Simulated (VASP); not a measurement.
# CaInH (Pmmm) in VASP: single point with PBE

Aim: the single point of CaInH with PBE.

All numbers are computed with VASP 6.6.1; they aren't measurements. Logs are shortened: lines on timing, memory, paths and dates and some standing lists are left out, and cuts for length are marked.

## 1. The cell of the first run

The structure is orthorhombic, space group Pmmm (No. 47). The conventional cell has a = 3.588 Å, b = 3.982 Å, c = 5.562 Å, α = 90.00°, β = 90.00°, γ = 90.00°. Within 4.4 Å of Ca (site symmetry mmm) lie 4 In at 3.31 Å and 4 Ca at 3.59 to 3.98 Å and 8 H at 3.86 Å. In (site symmetry mmm) has 2 H at 1.99 Å within 2.6 Å. Within 2.6 Å of H (site symmetry mmm) lie 2 In at 1.99 Å.

The cell was built from a structure type or drawn by symmetry, and may not be a known phase.

## 2. Single point, PBE

INCAR

```
PREC = Accurate ; ENCUT = 520
EDIFF = 1E-6 ; ISMEAR = 0
SIGMA = 0.1 ; LREAL = F
LASPH = T ; NELM = 100
ALGO = Normal ; ISIF = 2
LWAVE = F ; LCHARG = F
GGA = PE ; NBANDS = 19
```

KPOINTS

```
Automatic mesh
0
Gamma
  12 12 10
```

POSCAR

```
CaInH
1.0
    3.5877227386      0.0000000000      0.0000000000
    0.0000000000      3.9822336867      0.0000000000
    0.0000000000      0.0000000000      5.5624013471
Ca In H
1 1 1
Direct
    0.0000000000      0.0000000000      0.0000000000
    0.5000000000      0.0000000000      0.5000000000
    0.5000000000      0.5000000000      0.5000000000
```

Potentials or basis: VASP PAW PBE potentials, release 64 (Ca_sv, In_d, H).

The run is started by

```console
$ cat potpaw_PBE.64/Ca_sv/POTCAR potpaw_PBE.64/In_d/POTCAR potpaw_PBE.64/H/POTCAR > POTCAR
$ mpirun -np 1 vasp_std > vasp.out
```

OUTCAR:

```text
PREC = Accurate
   ENCUT = 520
   EDIFF = 1E-6
   ISMEAR = 0
   LREAL = F
   LASPH = T
   NELM = 100
   ISIF = 2
   GGA = PE

 ion  position               nearest neighbor table
   1  0.000  0.000  0.000-   2 3.31   2 3.31   2 3.31   2 3.31
   2  0.500  0.000  0.500-   3 1.99   3 1.99   1 3.31   1 3.31   1 3.31   1 3.31
   3  0.500  0.500  0.500-   2 1.99   2 1.99

  LATTYP: Found a simple orthorhombic cell.
 ALAT       =     3.5877227386
 B/A-ratio  =     1.1099613813
 C/A-ratio  =     1.5503988888

  Lattice vectors:

 A1 = (   3.5877227386,   0.0000000000,   0.0000000000)
 A2 = (   0.0000000000,   3.9822336867,   0.0000000000)
 A3 = (   0.0000000000,   0.0000000000,   5.5624013471)

Analysis of symmetry for initial positions (statically):
=====================================================================
 Subroutine PRICEL returns:
 Original cell was already a primitive cell.

 Routine SETGRP: Setting up the symmetry group for a
 simple orthorhombic supercell.

 Subroutine GETGRP returns: Found  8 space group operations
 (whereof  8 operations were pure point group operations)
 out of a pool of  8 trial point group operations.

The static configuration has the point symmetry D_2h.

Analysis of symmetry for dynamics (positions and initial velocities):
=====================================================================
 Subroutine PRICEL returns:
 Original cell was already a primitive cell.

 Routine SETGRP: Setting up the symmetry group for a
 simple orthorhombic supercell.

 Subroutine GETGRP returns: Found  8 space group operations
 (whereof  8 operations were pure point group operations)
 out of a pool of  8 trial point group operations.

The dynamic configuration has the point symmetry D_2h.

 Subroutine INISYM returns: Found  8 space group operations
 (whereof  8 operations are pure point group operations),
 and found     1 'primitive' translations

----------------------------------------------------------------------------------------

                                     Primitive cell

  volume of cell :      79.4709

  direct lattice vectors                    reciprocal lattice vectors
     3.587722739  0.000000000  0.000000000     0.278728339  0.000000000  0.000000000
     0.000000000  3.982233687  0.000000000     0.000000000  0.251115348  0.000000000
     0.000000000  0.000000000  5.562401347     0.000000000  0.000000000  0.179778469

  length of vectors
     3.587722739  3.982233687  5.562401347     0.278728339  0.251115348  0.179778469

  position of ions in fractional coordinates (direct lattice)
     0.000000000  0.000000000  0.000000000
     0.500000000  0.000000000  0.500000000
     0.500000000  0.500000000  0.500000000

  ion indices of the primitive-cell ions
   primitive index   ion index
                 1           1
                 2           2
                 3           3

----------------------------------------------------------------------------------------

 KPOINTS: Automatic mesh

Automatic generation of k-mesh.
 Grid dimensions read from file:
 generate k-points for:   12   12   10

 Generating k-lattice:

  Cartesian coordinates                     Fractional coordinates (reciprocal lattice)
     0.023227362  0.000000000  0.000000000     0.083333333  0.000000000  0.000000000
     0.000000000  0.020926279  0.000000000     0.000000000  0.083333333  0.000000000
     0.000000000  0.000000000  0.017977847     0.000000000  0.000000000  0.100000000

  Length of vectors
     0.023227362  0.020926279  0.017977847

  Shift w.r.t. Gamma in fractional coordinates (k-lattice)
     0.000000000  0.000000000  0.000000000

 Subroutine IBZKPT returns following result:
 ===========================================

 Found    294 irreducible k-points:

 Following reciprocal coordinates:
            Coordinates               Weight
  0.000000  0.000000  0.000000      1.000000
  0.083333  0.000000  0.000000      2.000000
  0.166667  0.000000  0.000000      2.000000
  0.250000  0.000000  0.000000      2.000000
  0.333333  0.000000  0.000000      2.000000
  0.416667  0.000000  0.000000      2.000000
[... 16 lines left out ...]
  0.083333  0.250000  0.000000      4.000000
  0.166667  0.250000  0.000000      4.000000
 [... further k-points ...]
   k-points           NKPTS =    294   k-points in BZ     NKDIM =    294   number of bands    NBANDS=     19
   number of dos      NEDOS =    301   number of ions     NIONS =      3
   total plane-waves  NPLWV =  35280
   dimension x,y,z NGX =    28 NGY =   30 NGZ =   42
   dimension x,y,z NGXF=    56 NGYF=   60 NGZF=   84
   ions per type =               1   1   1
   NGX,Y,Z   is equivalent  to a cutoff of  12.97, 12.52, 12.55 a.u.
   NGXF,Y,Z  is equivalent  to a cutoff of  25.95, 25.05, 25.11 a.u.
 SYSTEM =  unknown system
   PREC   = accura    normal or accurate (medium, high low for compatibility)
   ISTART =      0    job   : 0-new  1-cont  2-samecut
   ICHARG =      2    charge: 1-file 2-atom 10-const
   ISPIN  =      1    spin polarized calculation?
   LNONCOLLINEAR =      F non collinear calculations
   LSORBIT =      F    spin-orbit coupling
   LASPH  =      T    aspherical Exc in radial PAW
   ENCUT  =  520.0 eV  38.22 Ry    6.18 a.u.   6.67  7.40 10.34*2*pi/ulx,y,z
   NELM   =    100;   NELMIN=  2; NELMDL= -5     # of ELM steps
   EDIFF  = 0.1E-05   stopping-criterion for ELM
   LREAL  =      F    real-space projection
[... 7 lines left out ...]
   TEBEG  =    0.0;   TEEND  =   0.0 temperature during run
   PSTRESS=    0.0 pullay stress
   NELECT =      24.0000    total number of electrons
   NUPDOWN=      -1.0000    fix difference up-down
   EMIN   =  10.00;   EMAX   =-10.00  energy-range for DOS
   EFERMI =   0.00;   METHOD = LEGACY
   ISMEAR =     0;   SIGMA  =   0.10  broadening in eV -4-tet -1-fermi 0-gaus
   EFERMI_NEDOS =   21; number of points for ismear=-14 and -15
   IALGO  =     38    algorithm
   IMIX   =      4    mixing-type and parameters
     AMIX     =   0.40;   BMIX     =  1.00
     AMIX_MAG =   1.60;   BMIX_MAG =  1.00
  volume/ion in A,a.u.               =      26.49       178.77
  Fermi-wavevector in a.u.,A,eV,Ry     =   1.098355  2.075589 16.413837  1.206383
  Thomas-Fermi vector in A             =   2.234731
   LORBIT       =      0    0 simple, 1 ext, 2 COOP (PROOUT), +10 PAW based schemes
   GGA     = PE    functional components
   LHFCALC =     F    Hartree Fock is set to
   AEXX    =    0.0000 exact exchange contribution
   IVDW    =     0    specifies the selected vdW correction
   LEPSILON=     F    determine dielectric tensor
   LRPA    =     F    only Hartree local field effects (RPA)
 non-spin polarized calculation
 Gauss-broadening in eV      SIGMA  =   0.10
  energy-cutoff  :      520.00
  volume of cell :       79.47
 maximum number of plane-waves:      2172
 NGX is ok and might be reduce to    28
   NGX = 13   NGY = 15   NGZ = 21

 number of electron      24.0000007 magnetization

 Free energy of the ion-electron system (eV)
  ---------------------------------------------------
  ext. energy  EPLUGINS =         0.00000000
  ---------------------------------------------------
  free energy    TOTEN  =        -7.09225396 eV

  energy without entropy =       -7.08440854  energy(sigma->0) =       -7.08833125

 E-fermi :   3.1739     XC(G=0):  -8.2367

 val. band max:        3.1732493339   @ k =   0.4167   0.4167   0.0000
 cond. band min:       3.1813729438   @ k =   0.3333   0.2500   0.4000
 fundamental gap:      0.0081236099
 Fermi energy:         3.1738622815

 k-point     1 :       0.0000    0.0000    0.0000
  band No.  band energies     occupation
      1     -38.9925      2.00000
      2     -20.0943      2.00000
      3     -19.9197      2.00000
      4     -19.8536      2.00000
      5     -11.3101      2.00000
      6     -11.1331      2.00000
[... 11 lines left out ...]
     18       6.8930      0.00000
     19       8.1482      0.00000

 k-point     2 :       0.0833    0.0000    0.0000
  band No.  band energies     occupation
      1     -38.9916      2.00000
      2     -20.0933      2.00000
      3     -19.9185      2.00000
      4     -19.8655      2.00000
      5     -11.3055      2.00000
      6     -11.1259      2.00000
[... 11 lines left out ...]
     18       6.9197      0.00000
     19       7.6913      0.00000

 k-point     3 :       0.1667    0.0000    0.0000
  band No.  band energies     occupation
      1     -38.9890      2.00000
      2     -20.0904      2.00000
      3     -19.9151      2.00000
      4     -19.8978      2.00000
      5     -11.2942      2.00000
      6     -11.1051      2.00000
[... 11 lines left out ...]
     18       7.0649      0.00000
     19       7.1521      0.00000

 k-point     4 :       0.2500    0.0000    0.0000
  band No.  band energies     occupation
      1     -38.9856      2.00000
      2     -20.0865      2.00000
      3     -19.9416      2.00000
      4     -19.9106      2.00000
      5     -11.2811      2.00000
      6     -11.0981      2.00000
[... 11 lines left out ...]
     18       6.9637      0.00000
     19       7.3768      0.00000

 k-point     5 :       0.3333    0.0000    0.0000
  band No.  band energies     occupation
      1     -38.9821      2.00000
      2     -20.0825      2.00000
      3     -19.9850      2.00000
      4     -19.9061      2.00000
      5     -11.2703      2.00000
      6     -11.1117      2.00000
[... 11 lines left out ...]
     18       7.0160      0.00000
     19       7.8038      0.00000

 k-point     6 :       0.4167    0.0000    0.0000
  band No.  band energies     occupation
      1     -38.9795      2.00000
      2     -20.0796      2.00000
      3     -20.0165      2.00000
      4     -19.9027      2.00000
      5     -11.2634      2.00000
      6     -11.1216      2.00000
[... 11 lines left out ...]
     18       7.1788      0.00000
     19       7.9014      0.00000

 k-point     7 :       0.5000    0.0000    0.0000
  band No.  band energies     occupation
      1     -38.9786      2.00000
      2     -20.0786      2.00000
      3     -20.0281      2.00000
      4     -19.9015      2.00000
      5     -11.2611      2.00000
      6     -11.1252      2.00000
[... 11 lines left out ...]
     18       7.3709      0.00000
     19       7.8268      0.00000

 k-point     8 :       0.0000    0.0833    0.0000
  band No.  band energies     occupation
      1     -38.9923      2.00000
      2     -20.0983      2.00000
      3     -19.9193      2.00000
      4     -19.8533      2.00000
      5     -11.2975      2.00000
      6     -11.1321      2.00000
[... 256 lines left out ...]
 k-point    20 :       0.4167    0.1667    0.0000
  band No.  band energies     occupation
      1     -38.9787      2.00000
      2     -20.0938      2.00000
      3     -20.0148      2.00000
      4     -19.9014      2.00000
      5     -11.2118      2.00000
      6     -11.1208      2.00000
[... 11 lines left out ...]
     18       7.7049      0.00000
     19       7.9517      0.00000

 k-point    21 :       0.5000    0.1667    0.0000
  band No.  band energies     occupation
      1     -38.9777      2.00000
      2     -20.0926      2.00000
      3     -20.0262      2.00000
      4     -19.9002      2.00000
      5     -11.2095      2.00000
      6     -11.1244      2.00000
[... 11 lines left out ...]
     18       7.8160      0.00000
     19       7.9725      0.00000

 k-point    22 :       0.0000    0.2500    0.0000
  band No.  band energies     occupation
      1     -38.9907      2.00000
      2     -20.1242      2.00000
      3     -19.9167      2.00000
      4     -19.8515      2.00000
      5     -11.2201      2.00000
      6     -11.1209      2.00000
[... 11 lines left out ...]
     18       6.9551      0.00000
     19       8.7195      0.00000

 k-point    23 :       0.0833    0.2500    0.0000
  band No.  band energies     occupation
      1     -38.9898      2.00000
      2     -20.1230      2.00000
      3     -19.9155      2.00000
      4     -19.8633      2.00000
      5     -11.2128      2.00000
      6     -11.1162      2.00000
[... 11 lines left out ...]
     18       6.7491      0.00000
     19       8.4065      0.00000

 k-point    24 :       0.1667    0.2500    0.0000
  band No.  band energies     occupation
      1     -38.9873      2.00000
      2     -20.1198      2.00000
      3     -19.9123      2.00000
      4     -19.8953      2.00000
      5     -11.1955      2.00000
      6     -11.1005      2.00000
[... 11 lines left out ...]
     18       6.8353      0.00000
     19       8.2052      0.00000

 [... further k-points ...]

------------------------ aborting loop because EDIFF is reached ----------------------------------------

  FORCE on cell =-STRESS in cart. coord.  units (eV):
  Direction    XX          YY          ZZ          XY          YZ          ZX
  --------------------------------------------------------------------------------------
  -------------------------------------------------------------------------------------
  Total       -0.0121081     -0.0240792      0.0055513      0.0000000      0.0000000      0.0000000
  in kB       -0.2441065     -0.4854503      0.1119170      0.0000000      0.0000000      0.0000000
  external PRESSURE =      -0.2058799 kB  Pullay stress =       0.0000000 kB

 VOLUME and BASIS-vectors are now :
 -----------------------------------------------------------------------------
  energy-cutoff  :      520.00
  volume of cell :       79.47
      direct lattice vectors                 reciprocal lattice vectors
     3.587722739  0.000000000  0.000000000     0.278728339  0.000000000  0.000000000
     0.000000000  3.982233687  0.000000000     0.000000000  0.251115348  0.000000000
     0.000000000  0.000000000  5.562401347     0.000000000  0.000000000  0.179778469

 POSITION                                       TOTAL-FORCE (eV/Angst)
 -----------------------------------------------------------------------------------
      0.00000      0.00000      0.00000         0.000000      0.000000      0.000000
      1.79386      0.00000      2.78120         0.000000      0.000000      0.000000
      1.79386      1.99112      2.78120         0.000000      0.000000      0.000000
 -----------------------------------------------------------------------------------
    total drift:                                0.000000     -0.000000      0.000000

  FREE ENERGIE OF THE ION-ELECTRON SYSTEM (eV)
  ---------------------------------------------------
  free  energy   TOTEN  =        -7.0922539647 eV

  energy  without entropy=       -7.0844085409  energy(sigma->0) =       -7.08833125
```

Run time: 3.8 min. Hardware: 1 thread of AMD EPYC 7R13 (Zen 3), shared host; peak memory 0.54 GiB.

What came out:

```
Free energy            : -7.0923 eV
Pressure               : 0.0 GPa
Band gap on the k mesh : zero (bands 12 and 13 overlap by 1.64 eV)
```

Caveat: spin-orbit coupling is left out, which moves the levels of the heavy elements.
